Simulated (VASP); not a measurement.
**AlP: single point with PBEsol**

The system is AlP.

```
Al P
1.0
     0.00000    2.69797    2.69797
     2.69797    0.00000    2.69797
     2.69797    2.69797    0.00000
Al P
1 1
Direct
  0.00000 0.00000 0.00000
  0.25000 0.25000 0.25000
```

- Program: VASP 6.6.1
- Task: single point
- Functional: PBEsol
- Potentials or basis: VASP PAW PBE potentials, release 64 (Al, P)
- Cutoff: 500 eV
- k mesh: 6 × 6 × 6
- Occupations: fermi-dirac, width 0.01 eV
- Spin: no spin polarisation

- Pressure: 4.0 GPa
- Band gap on the k mesh: 1.36 eV, indirect (least direct gap 3.50 eV)

Levels at points of the mesh, in eV from the valence-band top:
| k point | band 2 | band 3 | band 4 | band 5 | band 6 | band 7 |
| --- | --- | --- | --- | --- | --- | --- |
| (0.00, 0.00, 0.00) | 0.00 | 0.00 | 0.00 | 3.50 | 4.56 | 4.56 |
| (0.50, 0.00, 0.00) | -5.75 | -0.79 | -0.79 | 2.86 | 4.75 | 4.75 |
| (0.50, 0.50, 0.00) | -5.47 | -2.20 | -2.20 | 1.36 | 2.35 | 11.29 |

Wall time 12 s on 1 thread of Intel Xeon 8259CL, with other jobs on the host, peak memory 0.15 GiB.

Caveat: the PAW data sets were made with another functional, which shifts forces and pressure a little. A k mesh can miss the band edges.
